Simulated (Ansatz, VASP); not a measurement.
# KTi3 in VASP and in Ansatz

File INCAR:

```
  PREC = Accurate
  ENCUT = 600
  EDIFF = 1E-6
  ISMEAR = 0
  SIGMA = 0.1
  LREAL = F
  LASPH = T
  NELM = 100
  ALGO = Normal
  ISIF = 3
  LWAVE = F
  LCHARG = F
  GGA = PE
  IBRION = 2
  NSW = 100
  EDIFFG = -0.01
```

File KPOINTS:

```
regular mesh
0
Gamma
  10 10 10
```

Contents of POSCAR:

```
KTi3
1.0
    4.3968762727      0.0000000000      0.0000000000
    0.0000000000      4.3968762727      0.0000000000
    0.0000000000      0.0000000000      4.3968762727
K Ti
1 3
Direct
    0.5000000000      0.5000000000      0.5000000000
    0.5000000000      0.0000000000      0.0000000000
    0.0000000000      0.5000000000      0.0000000000
    0.0000000000      0.0000000000      0.5000000000
```

Input for Ansatz:

```yaml
crystal:
  lattice:
    - [4.3968762727, 0.0, 0.0]
    - [0.0, 4.3968762727, 0.0]
    - [0.0, 0.0, 4.3968762727]
  atoms:
    - { symbol: K, position: [0.5, 0.5, 0.5] }
    - { symbol: Ti, position: [0.5, 0.0, 0.0] }
    - { symbol: Ti, position: [0.0, 0.5, 0.0] }
    - { symbol: Ti, position: [0.0, 0.0, 0.5] }
basis:
  ecutwfc: 420
kpoints:
  mp_grid: { grid: [10, 10, 10] }
hamiltonian:
  xc: pbe
scf:
  occupations: { method: gaussian, width: 0.1 }
output:
  forces: true
  stress: true
  eigenvalues: true
relax:
  adjacent_minimum: "off"
  f_tol: 0.01
  max_steps: 80
  cell: { stress_tol: 0.05 }
```

Alike in both runs: task relaxation of cell and atoms; functional PBE; k mesh 10 × 10 × 10; occupations gaussian, width 0.1 eV; no spin polarisation.

```csv
,VASP,Ansatz
version,VASP 6.6.1,Ansatz 0.2.0
potentials or method,"VASP PAW PBE potentials, release 64 (K_sv, Ti_sv), cutoff 600 eV","scalar-relativistic, plane waves, PAW"
valence electrons in the cell,45,45
```

```csv
,VASP,Ansatz,Ansatz less VASP
"gap on the k mesh at the Fermi level, each at its own relaxed structure (eV)",none,none,-
relaxed volume (Å³/atom),21.32,21.32,-0.003
relaxed cell length with the largest relative difference (Å),4.402,4.402,-0.0002
```

A gap of «none» marks a metal or a gap that the smearing closes.
